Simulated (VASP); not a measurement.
Set up this calculation in VASP 6.6.1, as the native input.

- Task: single point
- Functional: PBE
- Potentials or basis: VASP PAW PBE potentials, release 64 (N, C)
- Cutoff: 520 eV
- k mesh: 4 × 4 × 3
- Occupations: gaussian, width 0.1 eV
- Spin: no spin polarisation
- Dipole correction: no
- Further INCAR settings: LREAL = Auto; ALGO = Normal; EDIFF = 1e-06; NBANDS = 74

The structure of C26N (a cell with a defect) lies in POSCAR:

```
C26N
1.0
    4.9330655670     -4.2721600996      0.0000000000
   -6.1663319588     -2.1360800497      0.0000000000
    0.0000000000      0.0000000000     -8.4654494173
N C
1 26
Direct
    0.7762855255      0.8061631176      0.7499999926
    0.1422789173      0.7144604373      0.7499999926
    0.7262202060      0.5794394328      0.7499999926
    0.2959213189      0.4485130362      0.7499999926
    0.8443408472      0.2654164212      0.7499999926
    0.4259055212      0.1449451420      0.7499999926
   -0.0016488239     -0.0070610464      0.7499999926
    0.5712981838      0.8567369441      0.2499999581
    0.1427559504      0.7138977423      0.2499999581
    0.7141301177      0.5710295387      0.2499999581
    0.2856267720      0.4282141493      0.2499999581
    0.8570101015      0.2852854880      0.2499999581
    0.4284435254      0.1424135140      0.2499999581
   -0.0001699184     -0.0003928136      0.2499999581
    0.3431206356      0.6941498806      0.7499999926
    0.9030419454      0.5137509864      0.7499999926
    0.4807883071      0.3895646973      0.7499999926
    0.0481475878      0.2404225425      0.7499999926
    0.5930802307      0.0726359962      0.7499999926
    0.1862823678      0.9527067589      0.7499999926
    0.5236784789      0.6187009226      0.2499999581
    0.0951086913      0.4757876205      0.2499999581
    0.6665245231      0.3329255039      0.2499999581
    0.2379658356      0.1900906532      0.2499999581
    0.8093400752      0.0471923437      0.2499999581
    0.3808515633      0.9043542856      0.2499999581
    0.9522428774      0.7615135839      0.2499999581
```

The input as run:

INCAR

```
SYSTEM = C26N
PREC = Accurate
ENCUT = 520
EDIFF = 1E-6
ISMEAR = 0
SIGMA = 0.1
LREAL = Auto
LASPH = .TRUE.
NELM = 80
ALGO = Normal
ISIF = 2
LWAVE = .FALSE.
LCHARG = .FALSE.
GGA = PE
NBANDS = 74
```

KPOINTS

```
regular mesh
0
G
  4 4 3
  0 0 0
```

Potentials or basis: VASP PAW PBE potentials, release 64 (N, C).

The run is started by

```console
$ cat potpaw_PBE.64/N/POTCAR potpaw_PBE.64/C/POTCAR > POTCAR
$ mpirun -np 1 vasp_std > vasp.out
```

Results of the run:

```json
{"Pressure": "-3.1 GPa", "Largest force": "0.053 eV/Å", "Band gap on the k mesh": "zero (an odd number of electrons rules out a gap without spin polarisation)"}
```

Caveat: an odd number of electrons without spin polarisation forces a metal; a magnetic or distorted state may lie lower.

It took 8 min on 1 thread of AMD EPYC 9R14 (Zen 4), with other jobs on the host, peak memory 0.51 GiB.
